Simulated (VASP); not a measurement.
Here is a VASP 6.6.1 calculation.

The input INCAR:

```
SYSTEM = GaN
PREC = Accurate
ENCUT = 600
EDIFF = 1E-6
ISMEAR = 0
SIGMA = 0.01
LREAL = .False.
LASPH = .True.
NELM = 100
ALGO = Normal
ISIF = 3
LWAVE = .False.
LCHARG = .False.
GGA = PS
IBRION = 2
NSW = 100
EDIFFG = -0.002
PSTRESS = 100.0
```

KPOINTS

```
regular mesh
0
Gamma
  10 10 10
  0 0 0
```

POSCAR

```
GaN
1.0
    0.0000000000      2.2491407153      2.2491407153
    2.2491407153      0.0000000000      2.2491407153
    2.2491407153      2.2491407153      0.0000000000
Ga N
1 1
Direct
    0.0000000000      0.0000000000      0.0000000000
    0.2500000000      0.2500000000      0.2500000000
```

Potentials or basis: VASP PAW PBE potentials, release 64 (Ga_d, N).

Command:

```sh
$ cat potpaw_PBE.64/Ga_d/POTCAR potpaw_PBE.64/N/POTCAR > POTCAR
$ mpirun -np 1 vasp_std > vasp.out
```

**Question.** What does it give for the relaxed cell?

**Answer.** a = 3.128 Å, b = 3.128 Å, c = 3.128 Å, α = 60.00°, β = 60.00°, γ = 60.00°.

**Question.** Estimate the relaxed volume.

**Answer.** 10.82 Å³/atom.

**Question.** What does it give for the space group after relaxing (to 0.1 Å)?

**Answer.** F-43m (No. 216).

Final structure:
```
Ga N
1.0
     0.00000    2.21199    2.21199
     2.21199    0.00000    2.21199
     2.21199    2.21199    0.00000
Ga N
1 1
Direct
  0.00000 0.00000 0.00000
  0.25000 0.25000 0.25000
```

Caveat: the cell is relaxed towards a set pressure, so the run minimises the enthalpy, not the energy; the PAW data sets were made with another functional, which shifts forces and pressure a little.
